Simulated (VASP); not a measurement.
# CoO (I4/mmm) in VASP: single point with PBEsol+U

Aim: the single point of CoO with PBEsol+U.

Program: VASP 6.6.1. These are calculated values, not measurements. Logs are shortened: lines on timing, memory, paths and dates and some standing lists are left out, and cuts for length are marked.

## Step 1: The cell of the first run

It takes space group I4/mmm (No. 139, tetragonal). Conventional cell: a = 3.016 Å, b = 3.016 Å, c = 4.215 Å, α = 90.00°, β = 90.00°, γ = 90.00°. Co (site symmetry 4/mmm) has 6 O at 2.11 to 2.13 Å within 2.8 Å. Within 2.8 Å of O (site symmetry 4/mmm) lie 6 Co at 2.11 to 2.13 Å.

## Step 2: Single point, PBEsol+U, collinear spin, antiferromagnetic start

Input file INCAR:

```
SYSTEM = CoO
ALGO     = Normal         ! electronic algorithm
EDIFF    = 1E-6           ! SCF threshold, eV
ENCUT    = 520            ! plane-wave cutoff, eV
GGA      = PS             ! functional
ISIF     = 2              ! what is computed and relaxed
ISMEAR   = 0              ! smearing method
ISPIN    = 2              ! spin polarisation
LASPH    = .True.         ! aspherical terms in the spheres
LCHARG   = .False.        ! write CHGCAR
LDAU     = .True.         ! DFT+U
LDAUJ    = 0 0          
LDAUL    = 2 -1           ! shell
LDAUPRINT= 1            
LDAUTYPE = 2            
LDAUU    = 7 0            ! U, eV
LMAXMIX  = 4              ! l up to which the mixer works
LORBIT   = 11             ! projections on sites
LREAL    = .False.        ! projectors in reciprocal space
LWAVE    = .False.        ! write WAVECAR
MAGMOM   = 3 -3 0 0       ! initial moments
NBANDS   = 27             ! bands
NELM     = 150            ! most SCF steps
PREC     = Accurate       ! precision mode
SIGMA    = 0.05           ! smearing width, eV
```

Input file KPOINTS:

```
k-points
0
Gamma
  8 8 8
  0 0 0
```

Input file POSCAR:

```
CoO
1.0
    0.0000000000      3.0160008800      0.0000000000
    3.0160008800      0.0000000000      0.0000000000
    3.0160008800      3.0160008800     -4.2145007200
Co O
2 2
Direct
    0.0000000000      0.0000000000      0.0000000000
    0.0000000000      0.0000000000      0.5000000000
    0.5000000000      0.5000000000      0.5000000000
    0.5000000000      0.5000000000      0.0000000000
```

Potentials or basis: VASP PAW PBE potentials, release 64 (Co, O).

Command:

```console
$ cat potpaw_PBE.64/Co/POTCAR potpaw_PBE.64/O/POTCAR > POTCAR
$ mpirun -np 1 vasp_std > vasp.out
```

OUTCAR:

```text
SYSTEM = CoO
   EDIFF = 1E-6
   ENCUT = 520
   GGA = PS
   ISIF = 2
   ISMEAR = 0
   ISPIN = 2
   LASPH = .True.
   LORBIT = 11
   LREAL = .False.
   NELM = 150
   PREC = Accurate

 ion  position               nearest neighbor table
   1  0.000  0.000  0.000-   3 2.11   3 2.11   4 2.13   4 2.13   4 2.13   4 2.13   2 3.00   2 3.00
                             2 3.00   2 3.00   2 3.00   2 3.00   2 3.00   2 3.00
   2  0.000  0.000  0.500-   4 2.11   4 2.11   3 2.13   3 2.13   3 2.13   3 2.13   1 3.00   1 3.00
                             1 3.00   1 3.00   1 3.00   1 3.00   1 3.00   1 3.00
   3  0.500  0.500  0.500-   1 2.11   1 2.11   2 2.13   2 2.13   2 2.13   2 2.13
   4  0.500  0.500  0.000-   2 2.11   2 2.11   1 2.13   1 2.13   1 2.13   1 2.13

  LATTYP: Found a simple tetragonal cell.
 ALAT       =     3.0160008800
 C/A-ratio  =     1.3973804676

  Lattice vectors:

 A1 = (   0.0000000000,   3.0160008800,   0.0000000000)
 A2 = (   3.0160008800,   0.0000000000,   0.0000000000)
 A3 = (   0.0000000000,   0.0000000000,  -4.2145007200)

Analysis of symmetry for initial positions (statically):
=====================================================================
 Subroutine PRICEL returns following result:

  LATTYP: Found a body centered tetragonal cell.
 ALAT       =     3.0160008800
 C/A-ratio  =     1.3973804676
[... 12 lines left out ...]
 Subroutine GETGRP returns: Found 16 space group operations
 (whereof 16 operations were pure point group operations)
 out of a pool of 16 trial point group operations.

The static configuration has the point symmetry D_4h.

Analysis of symmetry for dynamics (positions and initial velocities):
=====================================================================
 Subroutine PRICEL returns following result:

  LATTYP: Found a body centered tetragonal cell.
 ALAT       =     3.0160008800
 C/A-ratio  =     1.3973804676
[... 12 lines left out ...]
 Subroutine GETGRP returns: Found 16 space group operations
 (whereof 16 operations were pure point group operations)
 out of a pool of 16 trial point group operations.

The dynamic configuration has the point symmetry D_4h.

Analysis of structural, dynamic, and magnetic symmetry:
=====================================================================
 Subroutine PRICEL returns following result:

  LATTYP: Found a body centered tetragonal cell.
 ALAT       =     3.0160008800
 C/A-ratio  =     1.3973804676
[... 12 lines left out ...]
 Subroutine GETGRP returns: Found 16 space group operations
 (whereof 16 operations were pure point group operations)
 out of a pool of 16 trial point group operations.

The overall configuration has the point symmetry D_4h.

 Subroutine INISYM returns: Found 16 space group operations
 (whereof 16 operations are pure point group operations),
 and found     2 'primitive' translations

----------------------------------------------------------------------------------------

                                     Primitive cell

  volume of cell :      19.1681

  direct lattice vectors                    reciprocal lattice vectors
    -1.508000440  1.508000440  2.107250360     0.000000000  0.331564890  0.237276030
     1.508000440 -1.508000440  2.107250360     0.331564890  0.000000000  0.237276030
     1.508000440  1.508000440 -2.107250360     0.331564890  0.331564890  0.000000000

  length of vectors
     2.998105191  2.998105191  2.998105191     0.407719500  0.407719500  0.468903564
[... 137 lines left out ...]

spin component  2

  0.1134 -0.0000  0.0000 -0.0000  0.0000
 -0.0000  0.9757  0.0000 -0.0000 -0.0000
  0.0000  0.0000  0.0934 -0.0000  0.0000
 -0.0000 -0.0000 -0.0000  0.9757  0.0000
  0.0000 -0.0000  0.0000  0.0000  0.0263

 occupancies and eigenvectors

  o =  0.0263  v =  0.0000  0.0000  0.0000  0.0000  0.0000 -0.0000 -0.0000 -0.0000  0.0000  1.0000      0.0000  0.0000  0.0000  0.0000  0.0000  0.0000  0.0000  0.0000  0.0000  0.0000
  o =  0.0934  v =  0.0000  0.0000  0.0000  0.0000  0.0000 -0.0000 -0.0000  1.0000 -0.0000  0.0000      0.0000  0.0000  0.0000  0.0000  0.0000  0.0000  0.0000  0.0000  0.0000  0.0000
  o =  0.1134  v =  0.0000  0.0000  0.0000  0.0000  0.0000  1.0000  0.0000  0.0000  0.0000  0.0000      0.0000  0.0000  0.0000  0.0000  0.0000  0.0000  0.0000  0.0000  0.0000  0.0000
  o =  0.9757  v =  0.0000  0.0000  0.0000  0.0000  0.0000  0.0000 -0.9781  0.0000 -0.2082 -0.0000      0.0000  0.0000  0.0000  0.0000  0.0000  0.0000  0.0000  0.0000  0.0000  0.0000
  o =  0.9757  v =  0.0000  0.0000  0.0000  0.0000  0.0000 -0.0000 -0.2082  0.0000  0.9781 -0.0000      0.0000  0.0000  0.0000  0.0000  0.0000  0.0000  0.0000  0.0000  0.0000  0.0000
  o =  0.9807  v =  0.0000  0.9879 -0.0000  0.1548 -0.0000  0.0000  0.0000  0.0000  0.0000  0.0000      0.0000  0.0000  0.0000  0.0000  0.0000  0.0000  0.0000  0.0000  0.0000  0.0000
  o =  0.9807  v =  0.0000  0.1548 -0.0000 -0.9879  0.0000  0.0000  0.0000  0.0000  0.0000  0.0000      0.0000  0.0000  0.0000  0.0000  0.0000  0.0000  0.0000  0.0000  0.0000  0.0000
  o =  0.9813  v =  0.0000 -0.0000 -0.0000 -0.0000 -1.0000  0.0000  0.0000  0.0000  0.0000  0.0000      0.0000  0.0000  0.0000  0.0000  0.0000  0.0000  0.0000  0.0000  0.0000  0.0000
  o =  1.0324  v =  1.0000  0.0000  0.0000  0.0000  0.0000  0.0000  0.0000  0.0000  0.0000  0.0000      0.0000  0.0000  0.0000  0.0000  0.0000  0.0000  0.0000  0.0000  0.0000  0.0000
  o =  1.0344  v =  0.0000 -0.0000 -1.0000  0.0000  0.0000  0.0000  0.0000  0.0000  0.0000  0.0000      0.0000  0.0000  0.0000  0.0000  0.0000  0.0000  0.0000  0.0000  0.0000  0.0000

atom =   2  type =  1  l = 2

 onsite density matrix

spin component  1

  0.1134 -0.0000  0.0000 -0.0000 -0.0000
 -0.0000  0.9757  0.0000  0.0000 -0.0000
  0.0000  0.0000  0.0934  0.0000 -0.0000
 -0.0000  0.0000  0.0000  0.9757 -0.0000
 -0.0000 -0.0000 -0.0000 -0.0000  0.0263

spin component  2

  1.0324 -0.0000 -0.0000  0.0000  0.0000
 -0.0000  0.9807 -0.0000 -0.0000  0.0000
 -0.0000 -0.0000  1.0344 -0.0000 -0.0000
  0.0000 -0.0000 -0.0000  0.9807 -0.0000
  0.0000  0.0000 -0.0000 -0.0000  0.9813

 occupancies and eigenvectors

  o =  0.0263  v = -0.0000 -0.0000 -0.0000 -0.0000 -1.0000  0.0000  0.0000  0.0000  0.0000  0.0000      0.0000  0.0000  0.0000  0.0000  0.0000  0.0000  0.0000  0.0000  0.0000  0.0000
  o =  0.0934  v = -0.0000  0.0000  1.0000 -0.0000 -0.0000  0.0000  0.0000  0.0000  0.0000  0.0000      0.0000  0.0000  0.0000  0.0000  0.0000  0.0000  0.0000  0.0000  0.0000  0.0000
  o =  0.1134  v =  1.0000  0.0000  0.0000  0.0000 -0.0000  0.0000  0.0000  0.0000  0.0000  0.0000      0.0000  0.0000  0.0000  0.0000  0.0000  0.0000  0.0000  0.0000  0.0000  0.0000
  o =  0.9757  v =  0.0000  0.1847  0.0000 -0.9828 -0.0000  0.0000  0.0000  0.0000  0.0000  0.0000      0.0000  0.0000  0.0000  0.0000  0.0000  0.0000  0.0000  0.0000  0.0000  0.0000
  o =  0.9757  v = -0.0000  0.9828  0.0000  0.1847 -0.0000  0.0000  0.0000  0.0000  0.0000  0.0000      0.0000  0.0000  0.0000  0.0000  0.0000  0.0000  0.0000  0.0000  0.0000  0.0000
  o =  0.9807  v =  0.0000  0.0000  0.0000  0.0000  0.0000  0.0000  0.7802 -0.0000 -0.6256 -0.0000      0.0000  0.0000  0.0000  0.0000  0.0000  0.0000  0.0000  0.0000  0.0000  0.0000
  o =  0.9807  v =  0.0000  0.0000  0.0000  0.0000  0.0000  0.0000  0.6256 -0.0000  0.7802  0.0000      0.0000  0.0000  0.0000  0.0000  0.0000  0.0000  0.0000  0.0000  0.0000  0.0000
  o =  0.9813  v =  0.0000  0.0000  0.0000  0.0000  0.0000  0.0000 -0.0000  0.0000 -0.0000  1.0000      0.0000  0.0000  0.0000  0.0000  0.0000  0.0000  0.0000  0.0000  0.0000  0.0000
  o =  1.0324  v =  0.0000  0.0000  0.0000  0.0000  0.0000  1.0000  0.0000  0.0000  0.0000  0.0000      0.0000  0.0000  0.0000  0.0000  0.0000  0.0000  0.0000  0.0000  0.0000  0.0000
  o =  1.0344  v =  0.0000  0.0000  0.0000  0.0000  0.0000  0.0000  0.0000  1.0000 -0.0000 -0.0000      0.0000  0.0000  0.0000  0.0000  0.0000  0.0000  0.0000  0.0000  0.0000  0.0000

 number of electron      30.0000011 magnetization      -0.0000000

 Free energy of the ion-electron system (eV)
  ---------------------------------------------------
  ext. energy  EPLUGINS =         0.00000000
  ---------------------------------------------------
  free energy    TOTEN  =       -24.09774269 eV

  energy without entropy =      -24.09774269  energy(sigma->0) =      -24.09774269

 E-fermi :   7.2632     XC(G=0): -12.6345

 val. band max:        7.0123299287   @ k =   0.5000   0.0000   0.0000
 cond. band min:       9.0298003540   @ k =   0.0000   0.0000   0.0000
 fundamental gap:      2.0174704253
 Fermi energy:         7.2631543826

 spin component 1

 k-point     1 :       0.0000    0.0000    0.0000
  band No.  band energies     occupation
      1     -11.7715      1.00000
      2     -10.4628      1.00000
      3      -0.2013      1.00000
      4       0.2478      1.00000
      5       1.5533      1.00000
      6       1.6099      1.00000
[... 1433 lines left out ...]
     26      24.0197      0.00000
     27      25.0278      0.00000

 [... further k-points ...]
[... 5 lines left out ...]
  --------------------------------------------------------------------------------------
  -------------------------------------------------------------------------------------
  Total       -2.0779677     -2.0779677      1.2379872      0.0000000      0.0000000      0.0000000
  in kB      -86.8440994    -86.8440994     51.7389585      0.0000000      0.0000000      0.0000000
  external PRESSURE =     -40.6497467 kB  Pullay stress =       0.0000000 kB

 VOLUME and BASIS-vectors are now :
 -----------------------------------------------------------------------------
  energy-cutoff  :      520.00
  volume of cell :       38.34
      direct lattice vectors                 reciprocal lattice vectors
     0.000000000  3.016000880  0.000000000     0.000000000  0.331564890  0.237276030
     3.016000880  0.000000000  0.000000000     0.331564890  0.000000000  0.237276030
     3.016000880  3.016000880 -4.214500720     0.000000000  0.000000000 -0.237276030

 POSITION                                       TOTAL-FORCE (eV/Angst)
 -----------------------------------------------------------------------------------
      0.00000      0.00000      0.00000         0.000000      0.000000      0.000000
      1.50800      1.50800     -2.10725        -0.000000      0.000000      0.000000
      3.01600      3.01600     -2.10725        -0.000000     -0.000000      0.000000
      1.50800      1.50800      0.00000         0.000000      0.000000      0.000000
 -----------------------------------------------------------------------------------
    total drift:                               -0.000000      0.000000      0.000000

  FREE ENERGIE OF THE ION-ELECTRON SYSTEM (eV)
  ---------------------------------------------------
  free  energy   TOTEN  =       -24.0977426869 eV

  energy  without entropy=      -24.0977426869  energy(sigma->0) =      -24.09774269

 total charge

# of ion       s       p       d       tot
------------------------------------------
    1        0.313   0.386   7.166   7.865
    2        0.313   0.386   7.166   7.865
    3        1.542   3.462   0.000   5.005
    4        1.542   3.462   0.000   5.005
--------------------------------------------------
tot          3.711   7.696  14.332  25.740

 magnetization (x)

# of ion       s       p       d       tot
------------------------------------------
    1        0.023   0.021   2.819   2.864
    2       -0.023  -0.021  -2.819  -2.864
    3       -0.006  -0.063   0.000  -0.069
    4        0.006   0.063   0.000   0.069
--------------------------------------------------
tot          0.000   0.000   0.000   0.000
```

Wall time 2.6 min (1 thread of AMD EPYC 7R13 (Zen 3), shared host); peak memory 0.23 GiB.

What came out:

* Free energy: -24.0977 eV
* Pressure: -4.1 GPa
* Band gap on the k mesh: 2.02 eV
* Net moment: 0.00 μB per cell
* Site moments: Co +2.86, -2.86; O -0.07, +0.07 μB
* Valence electrons inside the program's atomic spheres: Co 7.87; O 5.00

Stress tensor (GPa, compression positive):
```
-8.68  0.00  0.00
 0.00 -8.68  0.00
 0.00  0.00  5.17
```

Levels at points of the mesh, in eV from the valence-band top:
Spin up:
| k point | band 12 | band 13 | band 14 | band 15 | band 16 | band 17 | band 18 | band 19 |
| --- | --- | --- | --- | --- | --- | --- | --- | --- |
| (0.00, 0.00, 0.00) | -2.81 | -1.68 | -1.68 | -1.55 | 2.02 | 2.20 | 3.02 | 4.57 |
| (0.50, 0.00, 0.00) | -2.47 | -2.06 | -0.31 | 0.00 | 3.90 | 4.99 | 5.88 | 6.16 |
| (0.50, 0.50, 0.00) | -2.97 | -2.97 | -2.88 | -2.81 | 3.54 | 4.25 | 4.76 | 6.68 |
| (0.00, 0.00, 0.50) | -1.81 | -1.81 | -1.51 | -1.51 | 2.02 | 3.01 | 4.19 | 5.76 |
| (0.50, 0.00, 0.50) | -2.89 | -2.14 | -1.40 | -0.66 | 3.88 | 4.71 | 4.99 | 7.54 |
| (0.50, 0.50, 0.50) | -3.11 | -2.22 | -2.22 | -1.92 | 3.56 | 4.25 | 5.40 | 8.94 |
Spin down:
```tsv
k point	band 12	band 13	band 14	band 15	band 16	band 17	band 18	band 19
(0.00, 0.00, 0.00)	-2.81	-1.68	-1.68	-1.55	2.02	2.20	3.02	4.57
(0.50, 0.00, 0.00)	-2.47	-2.06	-0.31	0.00	3.90	4.99	5.88	6.16
(0.50, 0.50, 0.00)	-2.97	-2.97	-2.88	-2.81	3.54	4.25	4.76	6.68
(0.00, 0.00, 0.50)	-1.81	-1.81	-1.51	-1.51	2.02	3.01	4.19	5.76
(0.50, 0.00, 0.50)	-2.89	-2.14	-1.40	-0.66	3.88	4.71	4.99	7.54
(0.50, 0.50, 0.50)	-3.11	-2.22	-2.22	-1.92	3.56	4.25	5.40	8.94
```

Eigenvalues of the final occupation matrices:
```
    site  spin  trace               eigenvalues
site 1 d     1   5.01  0.98 0.98 0.98 1.03 1.03
site 1 d     2   2.18  0.03 0.09 0.11 0.98 0.98
site 2 d     1   2.18  0.03 0.09 0.11 0.98 0.98
site 2 d     2   5.01  0.98 0.98 0.98 1.03 1.03
```

Caveat: the PAW data sets were made with another functional, which shifts forces and pressure a little.
